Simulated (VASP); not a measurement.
A run of VASP 6.6.1 is set up as follows.

Contents of INCAR:

```
SYSTEM = Cu
PREC = Accurate ; ENCUT = 520
EDIFF = 1E-7 ; ISMEAR = 0
SIGMA = 0.1 ; LREAL = .FALSE.
LASPH = .TRUE. ; NELM = 60
ALGO = Fast ; ISIF = 2
LWAVE = .FALSE. ; LCHARG = .FALSE.
GGA = PS ; NBANDS = 18
```

The input KPOINTS:

```
Automatic mesh
0
G
  20 20 14
  0 0 0
```

File POSCAR:

```
Cu
1.0
    1.6748038179      1.6748038179      0.0000000000
   -1.6748038179      1.6748038179      0.0000000000
    0.0000000000      0.0000000000      3.6916952241
Cu
2
Direct
    0.0000000000      0.0000000000      0.0000000000
    0.5000000000      0.5000000000      0.5000000000
```

Potentials or basis: VASP PAW PBE potentials, release 64 (Cu).

The run is started by

```sh
$ cat potpaw_PBE.64/Cu/POTCAR > POTCAR
$ mpirun -np 1 vasp_std > vasp.out
```

Task: Predict the pressure.

Result: 19.9 GPa.

Task: Estimate the band gap on the k mesh.

Result: Zero (bands 11 and 12 overlap by 8.78 eV).

Stress tensor (GPa, compression positive):
```
23.58  0.00  0.00
 0.00 23.58  0.00
 0.00  0.00 12.63
```

Caveat: the cell differs from its parent crystal (biaxial strain in the a-b plane: -6.0 %); the cell stands under pressure; the PAW data sets were made with another functional, which shifts forces and pressure a little.
